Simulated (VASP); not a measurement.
Write the native input for VASP 6.6.1 that does the following.

| Quantity | Value |
| --- | --- |
| Task | single point |
| Functional | PBE |
| Potentials or basis | VASP PAW PBE potentials, release 64 (Hg) |
| Cutoff | 520 eV |
| k mesh | 8 × 8 × 8 |
| Occupations | fermi-dirac, width 0.014 eV |
| Spin | no spin polarisation |
| Dipole correction | no |
| Further INCAR settings | ALGO = Normal; EDIFF = 1e-06; NBANDS = 12 |

The structure of Hg lies in POSCAR:

```
Hg
1.0
    0.0000000000      2.3919113801      2.3919113801
    2.3919113801      0.0000000000      2.3919113801
    2.3919113801      2.3919113801      0.0000000000
Hg
1
Direct
    0.0000000000      0.0000000000      0.0000000000
```

One way to write it, as run:

INCAR

```
SYSTEM = Hg
PREC = Accurate
ENCUT = 520
EDIFF = 1E-6
ISMEAR = -1
SIGMA = 0.014
LREAL = .False.
LASPH = .True.
NELM = 100
ALGO = Normal
ISIF = 2
LWAVE = .False.
LCHARG = .False.
GGA = PE
NBANDS = 12
```

KPOINTS

```
Automatic mesh
0
Gamma
  8 8 8
  0 0 0
```

Potentials or basis: VASP PAW PBE potentials, release 64 (Hg).

The run is started by

```bash
$ cat potpaw_PBE.64/Hg/POTCAR > POTCAR
$ mpirun -np 1 vasp_std > vasp.out
```

Results of the run:

* Pressure: 1.9 GPa
* Band gap on the k mesh: zero (band 6 reaches 1.57 eV, above the bottom of band 7 at 0.69 eV)

Caveat: spin-orbit coupling is left out, which moves the levels of the heavy elements.

Wall time 7.3 s on 1 thread of Intel(R) Xeon(R) Platinum 8488C (Sapphire Rapids) (shared host), peak memory 0.15 GiB.
